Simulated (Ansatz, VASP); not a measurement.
**InSb in VASP and in Ansatz**

```
CELL_PARAMETERS angstrom
0.00000 3.26011 3.26011
3.26011 0.00000 3.26011
3.26011 3.26011 0.00000
ATOMIC_POSITIONS crystal
In 0.00000 0.00000 0.00000
Sb 0.25000 0.25000 0.25000
```

Alike in both runs: task single point; functional PBEsol; k mesh 6 × 6 × 6; occupations gaussian, width 0.1 eV; no spin polarisation.

```csv
,VASP,Ansatz
version,VASP 6.6.1,Ansatz 0.2.0
potentials or method,"VASP PAW PBE potentials, release 64 (In_d, Sb), cutoff 500 eV","scalar-relativistic, plane waves, PAW"
valence electrons in the cell,18,28
```

|  | VASP | Ansatz | Ansatz less VASP |
| --- | --- | --- | --- |
| gap on the k mesh at the Fermi level (eV) | none | none | - |
| pressure (GPa) | 0.1 | 0.1 | -0.01 |

VASP's potentials were made for PBE, not for PBEsol, and Ansatz warns of the same on its side. A gap of «none» marks a metal or a gap that the smearing closes. The functional is the same, so the differences come from potentials, cutoffs and numerics. VASP's potentials hold 18 valence electrons a cell and Ansatz's 28, so a difference there can come from the potentials and not from the codes.

Spin-orbit coupling is off throughout.
